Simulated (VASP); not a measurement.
Here is a VASP 6.6.1 calculation.

INCAR

```
SYSTEM = CaO
PREC = Accurate
ENCUT = 520
EDIFF = 1E-6
ISMEAR = 0
SIGMA = 0.1
LREAL = .False.
LASPH = .True.
NELM = 80
ALGO = Normal
ISIF = 2
LWAVE = .False.
LCHARG = .False.
GGA = PE
NBANDS = 15
```

KPOINTS

```
Automatic mesh
0
Gamma
  6 6 6
  0 0 0
```

POSCAR

```
CaO
1.0
    0.0000000000      2.4142046007      2.4142046007
    2.4142046007      0.0000000000      2.4142046007
    2.4142046007      2.4142046007      0.0000000000
Ca O
1 1
Direct
    0.0000000000      0.0000000000      0.0000000000
    0.5000000000      0.5000000000      0.5000000000
```

Potentials or basis: VASP PAW PBE potentials, release 64 (Ca_sv, O).

Command:

```sh
$ cat potpaw_PBE.64/Ca_sv/POTCAR potpaw_PBE.64/O/POTCAR > POTCAR
$ mpirun -np 1 vasp_std > vasp.out
```

Task: What does it give for the band gap on the k mesh?

Result: 3.64 eV, indirect (least direct gap 4.02 eV).

Task: Estimate the pressure.

Result: 0.7 GPa.

A k mesh can miss the band edges.
